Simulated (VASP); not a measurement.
# Dy3Br (P6/mmm) in VASP: a series of runs

Dy3Br is run at these levels: PBE; tasks: single point, relaxation of cell and atoms.

All numbers are computed with VASP 6.6.1; they aren't measurements. Logs are shortened: lines on timing, memory, paths and dates and some standing lists are left out, and cuts for length are marked.

## (1) The cell of the first run

It takes space group P6/mmm (No. 191, hexagonal). Conventional cell: a = 5.135 Å, b = 5.135 Å, c = 4.754 Å, α = 90.00°, β = 90.00°, γ = 120.00°. Dy (site symmetry -6m2) has 9 Dy at 2.96 to 3.80 Å and 3 Br at 2.96 Å within 3.9 Å. Dy (site symmetry 6/mmm) has 2 Br at 2.38 Å within 3.1 Å. Within 3.1 Å of Br (site symmetry 6/mmm) lie 8 Dy at 2.38 to 2.96 Å.

The cell was generated, and may not be a known phase.

## (2) Single point, PBE

INCAR

```
PREC = Accurate
ENCUT = 500
EDIFF = 1E-6
ISMEAR = 0
SIGMA = 0.1
LREAL = False
LASPH = True
NELM = 200
ALGO = Normal
ISIF = 2
LWAVE = False
LCHARG = False
GGA = PE
NBANDS = 25
GGA_COMPAT = False
LMAXMIX = 6
```

KPOINTS

```
regular mesh
0
Gamma
  6 6 4
```

POSCAR

```
Dy3Br
1.0
    5.1349090100      0.0000000000      0.0000000000
   -2.5674545000      4.4469616400      0.0000000000
    0.0000000000      0.0000000000      4.7544111300
Dy Br
3 1
Direct
    0.3333333300      0.6666666700      0.0000000000
    0.6666666700      0.3333333300      0.0000000000
    0.0000000000      0.0000000000      0.5000000000
    0.0000000000      0.0000000000      0.0000000000
```

Potentials or basis: VASP PAW PBE potentials, release 64 (Dy_3, Br), 4f in core.

Command:

```
cat potpaw_PBE.64/Dy_3/POTCAR potpaw_PBE.64/Br/POTCAR > POTCAR
mpirun -np 1 vasp_std > vasp.out
```

OUTCAR:

```text
PREC = Accurate
   ENCUT = 500
   EDIFF = 1E-6
   ISMEAR = 0
   LREAL = False
   LASPH = True
   NELM = 200
   ISIF = 2
   GGA = PE

 ion  position               nearest neighbor table
   1  0.333  0.667  0.000-   2 2.96   4 2.96   2 2.96   4 2.96   4 2.96   2 2.96   3 3.80   3 3.80
                             3 3.80   3 3.80   3 3.80   3 3.80
   2  0.667  0.333  0.000-   1 2.96   4 2.96   1 2.96   4 2.96   4 2.96   1 2.96   3 3.80   3 3.80
                             3 3.80   3 3.80   3 3.80   3 3.80
   3  0.000  0.000  0.500-   4 2.38   4 2.38   1 3.80   1 3.80   2 3.80   2 3.80   1 3.80   1 3.80
                             2 3.80   2 3.80   2 3.80   2 3.80   1 3.80   1 3.80
   4  0.000  0.000  0.000-   3 2.38   3 2.38   1 2.96   2 2.96   1 2.96   2 2.96   2 2.96   1 2.96

  LATTYP: Found a hexagonal cell.
 ALAT       =     5.1349090100
 C/A-ratio  =     0.9258997814

  Lattice vectors:

 A1 = (   5.1349090100,   0.0000000000,   0.0000000000)
 A2 = (  -2.5674545000,   4.4469616400,   0.0000000000)
 A3 = (   0.0000000000,   0.0000000000,   4.7544111300)

Analysis of symmetry for initial positions (statically):
=====================================================================
 Subroutine PRICEL returns:
 Original cell was already a primitive cell.

 Routine SETGRP: Setting up the symmetry group for a
 hexagonal supercell.

 Subroutine GETGRP returns: Found 24 space group operations
 (whereof 24 operations were pure point group operations)
 out of a pool of 24 trial point group operations.

The static configuration has the point symmetry D_6h.

Analysis of symmetry for dynamics (positions and initial velocities):
=====================================================================
 Subroutine PRICEL returns:
 Original cell was already a primitive cell.

 Routine SETGRP: Setting up the symmetry group for a
 hexagonal supercell.

 Subroutine GETGRP returns: Found 24 space group operations
 (whereof 24 operations were pure point group operations)
 out of a pool of 24 trial point group operations.

The dynamic configuration has the point symmetry D_6h.

 Subroutine INISYM returns: Found 24 space group operations
 (whereof 24 operations are pure point group operations),
 and found     1 'primitive' translations

----------------------------------------------------------------------------------------

                                     Primitive cell

  volume of cell :     108.5658

  direct lattice vectors                    reciprocal lattice vectors
     5.134909010  0.000000000  0.000000000     0.194745418  0.112436319  0.000000000
    -2.567454500  4.446961640  0.000000000     0.000000000  0.224872639  0.000000000
     0.000000000  0.000000000  4.754411130     0.000000000  0.000000000  0.210330990

  length of vectors
     5.134909010  5.134909000  4.754411130     0.224872639  0.224872639  0.210330990

  position of ions in fractional coordinates (direct lattice)
     0.333333330  0.666666670  0.000000000
     0.666666670  0.333333330  0.000000000
     0.000000000  0.000000000  0.500000000
     0.000000000  0.000000000  0.000000000

  ion indices of the primitive-cell ions
   primitive index   ion index
                 1           1
                 2           2
                 3           3
                 4           4

----------------------------------------------------------------------------------------

 KPOINTS: regular mesh

Automatic generation of k-mesh.
 Grid dimensions read from file:
 generate k-points for:    6    6    4

 Generating k-lattice:

  Cartesian coordinates                     Fractional coordinates (reciprocal lattice)
     0.032457570  0.018739387  0.000000000     0.166666667 -0.000000000  0.000000000
     0.000000000  0.037478773  0.000000000     0.000000000  0.166666667  0.000000000
     0.000000000  0.000000000  0.052582748     0.000000000  0.000000000  0.250000000

  Length of vectors
     0.037478773  0.037478773  0.052582748

  Shift w.r.t. Gamma in fractional coordinates (k-lattice)
     0.000000000  0.000000000  0.000000000

 Subroutine IBZKPT returns following result:
 ===========================================

 Found     21 irreducible k-points:

 Following reciprocal coordinates:
            Coordinates               Weight
  0.000000  0.000000  0.000000      1.000000
  0.166667 -0.000000  0.000000      6.000000
  0.333333 -0.000000  0.000000      6.000000
  0.500000 -0.000000  0.000000      3.000000
  0.166667  0.166667  0.000000      6.000000
  0.333333  0.166667  0.000000     12.000000
[... 13 lines left out ...]
  0.333333  0.166667  0.500000     12.000000
  0.333333  0.333333  0.500000      2.000000
   k-points           NKPTS =     21   k-points in BZ     NKDIM =     21   number of bands    NBANDS=     25
   number of dos      NEDOS =    301   number of ions     NIONS =      4
   total plane-waves  NPLWV =  57600
   dimension x,y,z NGX =    40 NGY =   40 NGZ =   36
   dimension x,y,z NGXF=    80 NGYF=   80 NGZF=   72
   ions per type =               3   1
   NGX,Y,Z   is equivalent  to a cutoff of  12.95, 12.95, 12.59 a.u.
   NGXF,Y,Z  is equivalent  to a cutoff of  25.90, 25.90, 25.18 a.u.
 SYSTEM =  unknown system
   PREC   = accura    normal or accurate (medium, high low for compatibility)
   ISTART =      0    job   : 0-new  1-cont  2-samecut
   ICHARG =      2    charge: 1-file 2-atom 10-const
   ISPIN  =      1    spin polarized calculation?
   LNONCOLLINEAR =      F non collinear calculations
   LSORBIT =      F    spin-orbit coupling
   LASPH  =      T    aspherical Exc in radial PAW
   ENCUT  =  500.0 eV  36.75 Ry    6.06 a.u.   9.36  9.36  8.67*2*pi/ulx,y,z
   NELM   =    200;   NELMIN=  2; NELMDL= -5     # of ELM steps
   EDIFF  = 0.1E-05   stopping-criterion for ELM
   LREAL  =      F    real-space projection
   EDIFFG = 0.1E-04   stopping-criterion for IOM
   NSW    =      0    number of steps for IOM
   IBRION =     -1    ionic relax: 0-MD 1-quasi-New 2-CG
   NFREE  =      0    steps in history (QN), initial steepest desc. (CG)
   ISIF   =      2    stress and relaxation
   ISYM   =      2    0-nonsym 1-usesym 2-fastsym
   POTIM  = 0.5000    time-step for ionic-motion
   TEBEG  =    0.0;   TEEND  =   0.0 temperature during run
   PSTRESS=    0.0 pullay stress
   NELECT =      34.0000    total number of electrons
   NUPDOWN=      -1.0000    fix difference up-down
   EMIN   =  10.00;   EMAX   =-10.00  energy-range for DOS
   EFERMI =   0.00;   METHOD = LEGACY
   ISMEAR =     0;   SIGMA  =   0.10  broadening in eV -4-tet -1-fermi 0-gaus
   EFERMI_NEDOS =   21; number of points for ismear=-14 and -15
   IALGO  =     38    algorithm
   IMIX   =      4    mixing-type and parameters
     AMIX     =   0.40;   BMIX     =  1.00
     AMIX_MAG =   1.60;   BMIX_MAG =  1.00
  volume/ion in A,a.u.               =      27.14       183.16
  Fermi-wavevector in a.u.,A,eV,Ry     =   1.111741  2.100885 16.816358  1.235967
  Thomas-Fermi vector in A             =   2.248307
   LORBIT       =      0    0 simple, 1 ext, 2 COOP (PROOUT), +10 PAW based schemes
   GGA     = PE    functional components
   LHFCALC =     F    Hartree Fock is set to
   AEXX    =    0.0000 exact exchange contribution
   IVDW    =     0    specifies the selected vdW correction
   LEPSILON=     F    determine dielectric tensor
   LRPA    =     F    only Hartree local field effects (RPA)
 non-spin polarized calculation
 Gauss-broadening in eV      SIGMA  =   0.10
  energy-cutoff  :      500.00
  volume of cell :      108.57
 maximum number of plane-waves:      2782
 NGX is ok and might be reduce to    40
   NGX = 19   NGY = 19   NGZ = 17

 number of electron      33.9999997 magnetization

 Free energy of the ion-electron system (eV)
  ---------------------------------------------------
  ext. energy  EPLUGINS =         0.00000000
  ---------------------------------------------------
  free energy    TOTEN  =       -13.03866886 eV

  energy without entropy =      -13.03166932  energy(sigma->0) =      -13.03516909

 E-fermi :   4.0562     XC(G=0): -10.0342

 val. band max:        4.0434997747   @ k =   0.0000   0.0000   0.0000
 cond. band min:       4.1770039369   @ k =   0.1667  -0.0000   0.0000
 fundamental gap:      0.1335041622
 Fermi energy:         4.0561879355

 k-point     1 :       0.0000    0.0000    0.0000
  band No.  band energies     occupation
      1     -20.0267      2.00000
      2     -20.0267      2.00000
      3     -19.8299      2.00000
      4     -19.1632      2.00000
      5     -19.0668      2.00000
      6     -19.0668      2.00000
[... 17 lines left out ...]
     24       6.6295      0.00000
     25       8.5805      0.00000

 k-point     2 :       0.1667   -0.0000    0.0000
  band No.  band energies     occupation
      1     -20.0657      2.00000
      2     -19.9941      2.00000
      3     -19.8211      2.00000
      4     -19.1542      2.00000
      5     -19.0836      2.00000
      6     -19.0209      2.00000
[... 17 lines left out ...]
     24       7.4264      0.00000
     25       7.8116      0.00000

 k-point     3 :       0.3333   -0.0000    0.0000
  band No.  band energies     occupation
      1     -20.1349      2.00000
      2     -19.9324      2.00000
      3     -19.8037      2.00000
      4     -19.1708      2.00000
      5     -19.1256      2.00000
      6     -18.9510      2.00000
[... 17 lines left out ...]
     24       6.8412      0.00000
     25       7.7018      0.00000

 k-point     4 :       0.5000   -0.0000    0.0000
  band No.  band energies     occupation
      1     -20.1663      2.00000
      2     -19.9040      2.00000
      3     -19.7952      2.00000
      4     -19.2294      2.00000
      5     -19.0991      2.00000
      6     -18.9875      2.00000
[... 17 lines left out ...]
     24       7.6212      0.00000
     25       8.0139      0.00000
[... 393 lines left out ...]
 k-point    19 :       0.1667    0.1667    0.5000
  band No.  band energies     occupation
      1     -20.4464      2.00000
      2     -20.0123      2.00000
      3     -19.8954      2.00000
      4     -19.2061      2.00000
      5     -19.0906      2.00000
      6     -18.9686      2.00000
[... 17 lines left out ...]
     24       7.7211      0.00000
     25       8.6887      0.00000

 k-point    20 :       0.3333    0.1667    0.5000
  band No.  band energies     occupation
      1     -20.5694      2.00000
      2     -19.9945      2.00000
      3     -19.6906      2.00000
      4     -19.2623      2.00000
      5     -19.1753      2.00000
      6     -19.0331      2.00000
[... 17 lines left out ...]
     24       7.7137      0.00000
     25       8.8010      0.00000

 k-point    21 :       0.3333    0.3333    0.5000
  band No.  band energies     occupation
      1     -20.6456      2.00000
      2     -19.8697      2.00000
      3     -19.5199      2.00000
      4     -19.5199      2.00000
      5     -19.1144      2.00000
      6     -19.1144      2.00000
[... 17 lines left out ...]
     24       8.6373      0.00000
     25       9.0618      0.00000

------------------------ aborting loop because EDIFF is reached ----------------------------------------

  FORCE on cell =-STRESS in cart. coord.  units (eV):
  Direction    XX          YY          ZZ          XY          YZ          ZX
  --------------------------------------------------------------------------------------
  -------------------------------------------------------------------------------------
  Total        4.3580398      4.3580397     19.0981988      0.0000000      0.0000000      0.0000000
  in kB       64.3145005     64.3145002    281.8448619      0.0000001      0.0000000      0.0000000
  external PRESSURE =     136.8246209 kB  Pullay stress =       0.0000000 kB

 VOLUME and BASIS-vectors are now :
 -----------------------------------------------------------------------------
  energy-cutoff  :      500.00
  volume of cell :      108.57
      direct lattice vectors                 reciprocal lattice vectors
     5.134909010  0.000000000  0.000000000     0.194745418  0.112436319  0.000000000
    -2.567454500  4.446961640  0.000000000     0.000000000  0.224872639  0.000000000
     0.000000000  0.000000000  4.754411130     0.000000000  0.000000000  0.210330990

 POSITION                                       TOTAL-FORCE (eV/Angst)
 -----------------------------------------------------------------------------------
     -0.00000      2.96464      0.00000        -0.000000      0.000000      0.000000
      2.56745      1.48232      0.00000         0.000000      0.000000     -0.000000
      0.00000      0.00000      2.37721         0.000000      0.000000      0.000000
      0.00000      0.00000      0.00000         0.000000      0.000000      0.000000
 -----------------------------------------------------------------------------------
    total drift:                                0.000000     -0.000000     -0.000000

  FREE ENERGIE OF THE ION-ELECTRON SYSTEM (eV)
  ---------------------------------------------------
  free  energy   TOTEN  =       -13.0386688612 eV

  energy  without entropy=      -13.0316693224  energy(sigma->0) =      -13.03516909
```

Wall time 22 s (1 thread of Intel Xeon 6975P-C (Granite Rapids), shared host); peak memory 0.24 GiB.

What came out:

```
Free energy            : -13.0387 eV
Pressure               : 13.7 GPa
Band gap on the k mesh : zero (bands 17 and 18 overlap by 0.98 eV)
```

Caveat: the stress differs along the axes, from 6 to 28 GPa; spin-orbit coupling is left out, which moves the levels of the heavy elements; the 4f electrons are frozen in the core, so they carry no moment and show no levels; the run has no spin polarisation, though such a crystal can be magnetic.

## (3) Single point, PBE

This run uses another cell than the first one, of 32.76 Å³/atom.

INCAR

```
PREC     = Accurate       # precision mode
ENCUT    = 500            # plane-wave cutoff, eV
EDIFF    = 1E-6           # SCF threshold, eV
ISMEAR   = 0              # smearing method
SIGMA    = 0.1            # smearing width, eV
LREAL    = F              # projectors in reciprocal space
LASPH    = T              # aspherical terms in the spheres
NELM     = 200            # most SCF steps
ALGO     = Normal         # electronic algorithm
ISIF     = 2              # what is computed and relaxed
LWAVE    = F              # write WAVECAR
LCHARG   = F              # write CHGCAR
GGA      = PE             # functional
NBANDS   = 25             # bands
GGA_COMPAT= F            
LMAXMIX  = 6              # l up to which the mixer works
```

KPOINTS

```
Automatic mesh
0
Gamma
  6 6 4
```

POSCAR

```
Dy3Br
1.0
    5.3709812882     -0.0000000030      0.0000000000
   -2.6854906415      4.6514062404      0.0000000000
    0.0000000000      0.0000000000      5.2448407842
Dy Br
3 1
Direct
    0.3333333333      0.6666666667      0.0000000000
    0.6666666667      0.3333333333      0.0000000000
    0.0000000000      0.0000000000      0.5000000000
    0.0000000000      0.0000000000      0.0000000000
```

Potentials or basis: VASP PAW PBE potentials, release 64 (Dy_3, Br), 4f in core.

Command:

```
cat potpaw_PBE.64/Dy_3/POTCAR potpaw_PBE.64/Br/POTCAR > POTCAR
mpirun -np 1 vasp_std > vasp.out
```

It took 28 s on 1 thread of Intel Xeon 6975P-C (Granite Rapids), shared host; peak memory 0.26 GiB.

It converged, with:

* Free energy: -14.0651 eV
* Pressure: 0.2 GPa
* Band gap on the k mesh: zero (bands 17 and 18 overlap by 0.63 eV)

Stress tensor (GPa, compression positive):
```
0.16 0.00 0.00
0.00 0.16 0.00
0.00 0.00 0.38
```

Levels at points of the mesh, in eV from the Fermi level:
```tsv
k point	band 15	band 16	band 17	band 18	band 19	band 20
(0.00, 0.00, 0.00)	-0.17	0.28	0.28	0.78	0.78	0.89
(0.50, 0.00, 0.00)	-0.78	-0.63	-0.35	-0.15	0.68	1.34
(0.00, 0.00, 0.50)	-1.38	-0.22	-0.22	1.56	1.56	1.73
(0.50, 0.00, 0.50)	-0.74	-0.40	-0.25	0.73	0.96	1.71
```

Caveat: spin-orbit coupling is left out, which moves the levels of the heavy elements; the 4f electrons are frozen in the core, so they carry no moment and show no levels; the run has no spin polarisation, though such a crystal can be magnetic. Spin polarisation is off, so any magnetic state and its effect on volume and gap are missing.

## (4) Relaxation of cell and atoms, PBE

INCAR

```
PREC     = Accurate       # precision mode
ENCUT    = 500            # plane-wave cutoff, eV
EDIFF    = 1E-7           # SCF threshold, eV
ISMEAR   = 0              # smearing method
SIGMA    = 0.1            # smearing width, eV
LREAL    = F              # projectors in reciprocal space
LASPH    = T              # aspherical terms in the spheres
NELM     = 200            # most SCF steps
ALGO     = Normal         # electronic algorithm
ISIF     = 3              # what is computed and relaxed
LWAVE    = F              # write WAVECAR
LCHARG   = F              # write CHGCAR
GGA      = PE             # functional
IBRION   = 2              # ionic algorithm
NSW      = 90             # ionic steps
EDIFFG   = -0.04          # ionic threshold
GGA_COMPAT= F            
NELMIN   = 4            
LMAXMIX  = 6              # l up to which the mixer works
```

KPOINTS is that of step 3.

POSCAR

```
Dy3Br
1.0
    5.1349090100      0.0000000000      0.0000000000
   -2.5674545000      4.4469616400      0.0000000000
    0.0000000000      0.0000000000      4.7544111300
Dy Br
3 1
Direct
    0.3333333300      0.6666666700      0.0000000000
    0.6666666700      0.3333333300      0.0000000000
    0.0000000000      0.0000000000      0.5000000000
    0.0000000000      0.0000000000      0.0000000000
```

Command:

```
cat potpaw_PBE.64/Dy_3/POTCAR potpaw_PBE.64/Br/POTCAR > POTCAR
mpirun -np 1 vasp_std > vasp.out
```

Run time: 1.8 min. Hardware: 1 thread of Intel Xeon 6975P-C (Granite Rapids), shared host; peak memory 0.26 GiB.

It converged, with:

```
Free energy                           : -14.0638 eV
Relaxed volume                        : 33.05 Å³/atom
Relaxed cell                          : a = 5.385 Å, b = 5.385 Å, c = 5.264 Å, α = 90.00°, β = 90.00°, γ = 120.00°
Space group after relaxing (to 0.1 Å) : P6/mmm (No. 191)
Energy gained by relaxing             : 256.3 meV/atom
Ionic steps                           : 6
Pressure after relaxing               : -0.1 GPa
Band gap on the k mesh                : zero (bands 17 and 18 overlap by 0.63 eV)
```

Stress tensor (GPa, compression positive):
```
-0.04  0.00  0.00
 0.00 -0.04  0.00
 0.00  0.00 -0.17
```

The path:
| step | energy change (eV) | largest force (eV/Å) | pressure (GPa) | volume (Å³) |
| --- | --- | --- | --- | --- |
| 1 | 0.0000 | 0.0000 | 13.69 | 108.57 |
| 2 | -0.5563 | 0.0000 | -3.06 | 147.99 |
| 3 | -0.9960 | 0.0000 | 0.68 | 127.85 |
| 4 | -0.9962 | 0.0000 | 0.83 | 127.45 |
| 5 | -1.0222 | 0.0000 | 0.17 | 130.61 |
| 6 | -1.0251 | 0.0000 | -0.08 | 132.21 |

Final structure:
```
Dy Br
1.0
     5.38533    0.00000    0.00000
    -2.69266    4.66383    0.00000
     0.00000    0.00000    5.26381
Dy Br
3 1
Direct
  0.33333 0.66667 0.00000
  0.66667 0.33333 0.00000
  0.00000 0.00000 0.50000
  0.00000 0.00000 0.00000
```

Levels at points of the mesh, in eV from the Fermi level:
```csv
k point,band 13,band 14,band 15,band 16,band 17,band 18,band 19,band 20,band 21
"(0.00, 0.00, 0.00)",-5.55,-3.15,-0.17,0.29,0.29,0.78,0.78,0.89,0.89
"(0.50, 0.00, 0.00)",-5.63,-1.57,-0.76,-0.63,-0.34,-0.14,0.67,1.33,1.68
"(0.00, 0.00, 0.50)",-6.73,-1.75,-1.37,-0.21,-0.21,1.54,1.54,1.72,1.93
"(0.50, 0.00, 0.50)",-6.52,-0.96,-0.73,-0.39,-0.25,0.73,0.94,1.70,1.82
```

Caveat: the volume moved by over 15 % at a fixed basis, so the end points are rough; spin-orbit coupling is left out, which moves the levels of the heavy elements; the 4f electrons are frozen in the core, so they carry no moment and show no levels; the run has no spin polarisation, though such a crystal can be magnetic.

[end of part 1 of 2]

The gap in the log of VASP goes by the Fermi energy; the results here count the filled bands.